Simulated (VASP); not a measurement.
SiSe:

```
CELL_PARAMETERS angstrom
3.59520 0.00000 0.00000
-1.79760 3.11353 0.00000
0.00000 0.00000 3.59873
ATOMIC_POSITIONS crystal
Si 0.66667 0.33333 0.50000
Se 0.00000 0.00000 0.00000
```

Base run:

* Program: VASP 6.6.1
* Functional: PBE
* Potentials or basis: VASP PAW PBE potentials, release 64 (Si, Se)
* Cutoff: 520 eV
* k mesh: 9 × 9 × 7
* Occupations: fermi-dirac, width 0.05 eV
* Spin: no spin polarisation

Its results: band gap on the k mesh zero (bands 5 and 6 overlap by 2.91 eV); pressure 0.4 GPa.

Q: The run is repeated on the same cell with these changes: functional from PBE to r2SCAN-based global hybrid with 35 % exact exchange; k mesh from 9 × 9 × 7 to 5 × 5 × 4. What comes out?

A: Band gap on the k mesh zero (bands 5 and 6 overlap by 4.61 eV); pressure -3.6 GPa.

Several settings changed at once.

Caveats: some runs use coarse meshes; the PAW data sets were made with another functional, which shifts forces and pressure a little (at least some runs).
